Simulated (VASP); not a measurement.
# Si (P6_3/mmc) in VASP: further runs

The runs below take Si through single point, with PBE.

All numbers are computed with VASP 6.6.1; they aren't measurements. Logs are shortened: lines on timing, memory, paths and dates and some standing lists are left out, and cuts for length are marked.

**1. The cell of the first run**

The structure is hexagonal, space group P6_3/mmc (No. 194). Conventional cell: a = 3.787 Å, b = 3.787 Å, c = 6.583 Å, α = 90.00°, β = 90.00°, γ = 120.00°. Si (site symmetry 3m) has 4 Si at 2.28 to 2.41 Å within 3.0 Å.

This isn't the form of Si at room conditions, which is diamond.

**2. Single point, PBE**

Input file INCAR:

```
SYSTEM = Si
ALGO     = Normal         ! electronic algorithm
EDIFF    = 1E-6           ! SCF threshold, eV
ENCUT    = 520            ! plane-wave cutoff, eV
GGA      = PE             ! functional
ISIF     = 2              ! what is computed and relaxed
ISMEAR   = 0              ! smearing method
LASPH    = .TRUE.         ! aspherical terms in the spheres
LCHARG   = .FALSE.        ! write CHGCAR
LREAL    = .FALSE.        ! projectors in reciprocal space
LWAVE    = .FALSE.        ! write WAVECAR
NBANDS   = 16             ! bands
NELM     = 60             ! most SCF steps
PREC     = Accurate       ! precision mode
SIGMA    = 0.05           ! smearing width, eV
```

Input file KPOINTS:

```
k-points
0
G
  12 12 6
  0 0 0
```

Input file POSCAR:

```
Si
1.0
    3.7865833161      0.0000000000      0.0000000000
   -1.8932916580      3.2792773453      0.0000000000
    0.0000000000      0.0000000000      6.5833537533
Si
4
Direct
    0.3333333333      0.6666666667      0.0770726086
    0.6666666667      0.3333333333      0.5770726086
    0.3333333333      0.6666666667      0.4229273914
    0.6666666667      0.3333333333      0.9229273914
```

Potentials or basis: VASP PAW PBE potentials, release 64 (Si).

Launch:

```bash
$ cat potpaw_PBE.64/Si/POTCAR > POTCAR
$ mpirun -np 1 vasp_std > vasp.out
```

OUTCAR:

```text
SYSTEM = Si
   EDIFF = 1E-6
   ENCUT = 520
   GGA = PE
   ISIF = 2
   ISMEAR = 0
   LASPH = .TRUE.
   LREAL = .FALSE.
   NELM = 60
   PREC = Accurate

 ion  position               nearest neighbor table
   1  0.333  0.667  0.077-   3 2.28   4 2.41   4 2.41   4 2.41
   2  0.667  0.333  0.577-   4 2.28   3 2.41   3 2.41   3 2.41
   3  0.333  0.667  0.423-   1 2.28   2 2.41   2 2.41   2 2.41
   4  0.667  0.333  0.923-   2 2.28   1 2.41   1 2.41   1 2.41

  LATTYP: Found a hexagonal cell.
 ALAT       =     3.7865833161
 C/A-ratio  =     1.7386000000

  Lattice vectors:

 A1 = (   3.7865833161,   0.0000000000,   0.0000000000)
 A2 = (  -1.8932916580,   3.2792773453,   0.0000000000)
 A3 = (   0.0000000000,   0.0000000000,   6.5833537533)

Analysis of symmetry for initial positions (statically):
=====================================================================
 Subroutine PRICEL returns:
 Original cell was already a primitive cell.

 Routine SETGRP: Setting up the symmetry group for a
 hexagonal supercell.

 Subroutine GETGRP returns: Found 24 space group operations
 (whereof 12 operations were pure point group operations)
 out of a pool of 24 trial point group operations.

The static configuration has the point symmetry D_3d.
 The point group associated with its full space group is D_6h.

Analysis of symmetry for dynamics (positions and initial velocities):
=====================================================================
 Subroutine PRICEL returns:
 Original cell was already a primitive cell.

 Routine SETGRP: Setting up the symmetry group for a
 hexagonal supercell.

 Subroutine GETGRP returns: Found 24 space group operations
 (whereof 12 operations were pure point group operations)
 out of a pool of 24 trial point group operations.

The dynamic configuration has the point symmetry D_3d.
 The point group associated with its full space group is D_6h.

 Subroutine INISYM returns: Found 24 space group operations
 (whereof 12 operations are pure point group operations),
 and found     1 'primitive' translations

----------------------------------------------------------------------------------------

                                     Primitive cell

  volume of cell :      81.7472

  direct lattice vectors                    reciprocal lattice vectors
     3.786583316  0.000000000  0.000000000     0.264090320  0.152472617  0.000000000
    -1.893291658  3.279277345  0.000000000     0.000000000  0.304945235  0.000000000
     0.000000000  0.000000000  6.583353753     0.000000000  0.000000000  0.151898263

  length of vectors
     3.786583316  3.786583316  6.583353753     0.304945235  0.304945235  0.151898263

  position of ions in fractional coordinates (direct lattice)
     0.333333333  0.666666667  0.077072609
     0.666666667  0.333333333  0.577072609
     0.333333333  0.666666667  0.422927391
     0.666666667  0.333333333  0.922927391

  ion indices of the primitive-cell ions
   primitive index   ion index
                 1           1
                 2           2
                 3           3
                 4           4

----------------------------------------------------------------------------------------

 KPOINTS: k-points

Automatic generation of k-mesh.
 Grid dimensions read from file:
 generate k-points for:   12   12    6

 Generating k-lattice:

  Cartesian coordinates                     Fractional coordinates (reciprocal lattice)
     0.022007527  0.012706051  0.000000000     0.083333333  0.000000000  0.000000000
     0.000000000  0.025412103  0.000000000     0.000000000  0.083333333  0.000000000
     0.000000000  0.000000000  0.025316377     0.000000000  0.000000000  0.166666667

  Length of vectors
     0.025412103  0.025412103  0.025316377

  Shift w.r.t. Gamma in fractional coordinates (k-lattice)
     0.000000000  0.000000000  0.000000000

 Subroutine IBZKPT returns following result:
 ===========================================

 Found     76 irreducible k-points:

 Following reciprocal coordinates:
            Coordinates               Weight
  0.000000  0.000000  0.000000      1.000000
  0.083333  0.000000  0.000000      6.000000
  0.166667 -0.000000  0.000000      6.000000
  0.250000  0.000000  0.000000      6.000000
  0.333333 -0.000000  0.000000      6.000000
  0.416667 -0.000000  0.000000      6.000000
[... 16 lines left out ...]
  0.250000  0.000000  0.166667     12.000000
  0.333333 -0.000000  0.166667     12.000000
 [... further k-points ...]
   k-points           NKPTS =     76   k-points in BZ     NKDIM =     76   number of bands    NBANDS=     16
   number of dos      NEDOS =    301   number of ions     NIONS =      4
   total plane-waves  NPLWV =  39200
   dimension x,y,z NGX =    28 NGY =   28 NGZ =   50
   dimension x,y,z NGXF=    56 NGYF=   56 NGZF=  100
   ions per type =               4
   NGX,Y,Z   is equivalent  to a cutoff of  12.29, 12.29, 12.63 a.u.
   NGXF,Y,Z  is equivalent  to a cutoff of  24.59, 24.59, 25.25 a.u.
 SYSTEM =  Si
   PREC   = accura    normal or accurate (medium, high low for compatibility)
   ISTART =      0    job   : 0-new  1-cont  2-samecut
   ICHARG =      2    charge: 1-file 2-atom 10-const
   ISPIN  =      1    spin polarized calculation?
   LNONCOLLINEAR =      F non collinear calculations
   LSORBIT =      F    spin-orbit coupling
   LASPH  =      T    aspherical Exc in radial PAW
   ENCUT  =  520.0 eV  38.22 Ry    6.18 a.u.   7.04  7.04 12.24*2*pi/ulx,y,z
   NELM   =     60;   NELMIN=  2; NELMDL= -5     # of ELM steps
   EDIFF  = 0.1E-05   stopping-criterion for ELM
   LREAL  =      F    real-space projection
   EDIFFG = 0.1E-04   stopping-criterion for IOM
   NSW    =      0    number of steps for IOM
   IBRION =     -1    ionic relax: 0-MD 1-quasi-New 2-CG
   NFREE  =      0    steps in history (QN), initial steepest desc. (CG)
   ISIF   =      2    stress and relaxation
   ISYM   =      2    0-nonsym 1-usesym 2-fastsym
   POTIM  = 0.5000    time-step for ionic-motion
   TEBEG  =    0.0;   TEEND  =   0.0 temperature during run
   PSTRESS=    0.0 pullay stress
   NELECT =      16.0000    total number of electrons
   NUPDOWN=      -1.0000    fix difference up-down
   EMIN   =  10.00;   EMAX   =-10.00  energy-range for DOS
   EFERMI =   0.00;   METHOD = LEGACY
   ISMEAR =     0;   SIGMA  =   0.05  broadening in eV -4-tet -1-fermi 0-gaus
   EFERMI_NEDOS =   21; number of points for ismear=-14 and -15
   IALGO  =     38    algorithm
   IMIX   =      4    mixing-type and parameters
     AMIX     =   0.40;   BMIX     =  1.00
     AMIX_MAG =   1.60;   BMIX_MAG =  1.00
  volume/ion in A,a.u.               =      20.44       137.91
  Fermi-wavevector in a.u.,A,eV,Ry     =   0.950511  1.796206 12.292475  0.903471
  Thomas-Fermi vector in A             =   2.078895
   LORBIT       =      0    0 simple, 1 ext, 2 COOP (PROOUT), +10 PAW based schemes
   GGA     = PE    functional components
   LHFCALC =     F    Hartree Fock is set to
   AEXX    =    0.0000 exact exchange contribution
   IVDW    =     0    specifies the selected vdW correction
   LEPSILON=     F    determine dielectric tensor
   LRPA    =     F    only Hartree local field effects (RPA)
 non-spin polarized calculation
 Gauss-broadening in eV      SIGMA  =   0.05
  energy-cutoff  :      520.00
  volume of cell :       81.75
 maximum number of plane-waves:      2220
   NGX = 15   NGY = 15   NGZ = 25

 number of electron      15.9999999 magnetization

 Free energy of the ion-electron system (eV)
  ---------------------------------------------------
  ext. energy  EPLUGINS =         0.00000000
  ---------------------------------------------------
  free energy    TOTEN  =       -21.28061105 eV

  energy without entropy =      -21.27983839  energy(sigma->0) =      -21.28022472

 E-fermi :   6.2327     XC(G=0):  -9.3520

 val. band max:        6.2313983972   @ k =   0.5000   0.0000   0.3333
 cond. band min:       6.2389372669   @ k =   0.4167  -0.0000   0.3333
 fundamental gap:      0.0075388697
 Fermi energy:         6.2327349736

 k-point     1 :       0.0000    0.0000    0.0000
  band No.  band energies     occupation
      1      -6.1993      2.00000
      2      -3.8908      2.00000
      3      -1.9767      2.00000
      4       4.4863      2.00000
      5       4.8623      2.00000
      6       4.8623      2.00000
[... 8 lines left out ...]
     15      10.4050      0.00000
     16      11.8312      0.00000

 k-point     2 :       0.0833    0.0000    0.0000
  band No.  band energies     occupation
      1      -6.1178      2.00000
      2      -3.8057      2.00000
      3      -1.9320      2.00000
      4       4.1729      2.00000
      5       4.4291      2.00000
      6       4.6795      2.00000
[... 8 lines left out ...]
     15      10.7300      0.00000
     16      11.3213      0.00000

 k-point     3 :       0.1667   -0.0000    0.0000
  band No.  band energies     occupation
      1      -5.8754      2.00000
      2      -3.5522      2.00000
      3      -1.8181      2.00000
      4       2.9611      2.00000
      5       4.2150      2.00000
      6       4.2808      2.00000
[... 8 lines left out ...]
     15      11.5669      0.00000
     16      11.8495      0.00000

 k-point     4 :       0.2500    0.0000    0.0000
  band No.  band energies     occupation
      1      -5.4810      2.00000
      2      -3.1364      2.00000
      3      -1.7154      2.00000
      4       1.8329      2.00000
      5       3.0668      2.00000
      6       3.8180      2.00000
[... 8 lines left out ...]
     15      12.2191      0.00000
     16      12.4893      0.00000
[... 324 lines left out ...]
 k-point    22 :       0.1667   -0.0000    0.1667
  band No.  band energies     occupation
      1      -5.7908      2.00000
      2      -3.9388      2.00000
      3      -1.2886      2.00000
      4       3.0374      2.00000
      5       3.4249      2.00000
      6       4.3509      2.00000
[... 8 lines left out ...]
     15      11.2995      0.00000
     16      11.6862      0.00000

 k-point    23 :       0.2500    0.0000    0.1667
  band No.  band energies     occupation
      1      -5.3973      2.00000
      2      -3.5480      2.00000
      3      -1.1928      2.00000
      4       1.9438      2.00000
      5       2.5566      2.00000
      6       3.9376      2.00000
[... 8 lines left out ...]
     15      12.2519      0.00000
     16      12.3146      0.00000

 k-point    24 :       0.3333   -0.0000    0.1667
  band No.  band energies     occupation
      1      -4.8747      2.00000
      2      -3.0519      2.00000
      3      -1.3123      2.00000
      4       1.2628      2.00000
      5       1.4460      2.00000
      6       3.5319      2.00000
[... 8 lines left out ...]
     15      13.2723      0.00000
     16      13.4312      0.00000

 [... further k-points ...]
[... 5 lines left out ...]
  --------------------------------------------------------------------------------------
  -------------------------------------------------------------------------------------
  Total       -0.2447610     -0.2447610     -0.2298547     -0.0000000     -0.0000000      0.0000000
  in kB       -4.7971123     -4.7971123     -4.5049626     -0.0000000     -0.0000000      0.0000000
  external PRESSURE =      -4.6997291 kB  Pullay stress =       0.0000000 kB

 VOLUME and BASIS-vectors are now :
 -----------------------------------------------------------------------------
  energy-cutoff  :      520.00
  volume of cell :       81.75
      direct lattice vectors                 reciprocal lattice vectors
     3.786583316  0.000000000  0.000000000     0.264090320  0.152472617  0.000000000
    -1.893291658  3.279277345  0.000000000     0.000000000  0.304945235  0.000000000
     0.000000000  0.000000000  6.583353753     0.000000000  0.000000000  0.151898263

 POSITION                                       TOTAL-FORCE (eV/Angst)
 -----------------------------------------------------------------------------------
     -0.00000      2.18618      0.50740        -0.000000      0.000000     -2.093760
      1.89329      1.09309      3.79907         0.000000     -0.000000     -2.093760
     -0.00000      2.18618      2.78428        -0.000000      0.000000      2.093760
      1.89329      1.09309      6.07596         0.000000     -0.000000      2.093760
 -----------------------------------------------------------------------------------
    total drift:                               -0.000000      0.000000      0.000000

  FREE ENERGIE OF THE ION-ELECTRON SYSTEM (eV)
  ---------------------------------------------------
  free  energy   TOTEN  =       -21.2806110508 eV

  energy  without entropy=      -21.2798383908  energy(sigma->0) =      -21.28022472
```

Run time: 2.2 min. Hardware: 1 thread of Intel Xeon 8259CL, shared host; peak memory 0.22 GiB.

What came out:

```
Free energy            : -21.2806 eV
Pressure               : -0.5 GPa
Largest force          : 2.094 eV/Å
Band gap on the k mesh : zero (bands 8 and 9 overlap by 0.31 eV)
```

Forces on the atoms (eV/Å):
```
Si   0.000  0.000 -2.094
Si   0.000  0.000 -2.094
Si   0.000  0.000  2.094
Si   0.000  0.000  2.094
```

Caveat: semilocal functionals underestimate gaps, and a narrow one can read as zero; forces of over 1 eV/Å act on the atoms, so gaps and moduli don't describe the material at rest.

[end of part 1 of 2]
